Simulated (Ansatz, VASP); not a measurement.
**Two plane-wave programs on Al6H**

```
Al H
1.0
     5.71430    0.00000    0.00000
    -2.85715    4.94873    0.00000
     0.00000    0.00000   22.60164
Al H
12 2
Direct
  0.33333 0.16667 0.17698
  0.33333 0.66667 0.17698
  0.83333 0.16667 0.17698
  0.83333 0.66667 0.17698
  0.16667 0.33333 0.27878
  0.16667 0.83333 0.27878
  0.66667 0.33333 0.27878
  0.66667 0.83333 0.27878
  0.00000 0.00000 0.38058
  0.00000 0.50000 0.38058
  0.50000 0.00000 0.38058
  0.50000 0.50000 0.38058
  0.11613 0.23225 0.42880
  0.38387 0.76775 0.42880
```

Alike in both runs: task single point; functional PBE; k mesh 6 × 6 × 1; occupations gaussian, width 0.1 eV; no spin polarisation.

|  | VASP | Ansatz |
| --- | --- | --- |
| version | VASP 6.6.1 | Ansatz 0.2.0 |
| potentials or method | VASP PAW PBE potentials, release 64 (Al, H), cutoff 520 eV | scalar-relativistic, plane waves, PAW |
| valence electrons in the cell | 38 | 38 |

VASP gave:

- gap on the k mesh at the Fermi level (eV): none
- rms of the force components (eV/Å): 0.436
- work function, face that differs most (eV): 3.94

Question: What did Ansatz give for the same quantities?

Answer: gap on the k mesh at the Fermi level (eV): none; rms of the force components (eV/Å): 0.438; work function, face that differs most (eV): 3.94.

Atom by atom the forces differ by 0.002 eV/Å (rms over components). A gap of «none» marks a metal or a gap that the smearing closes.
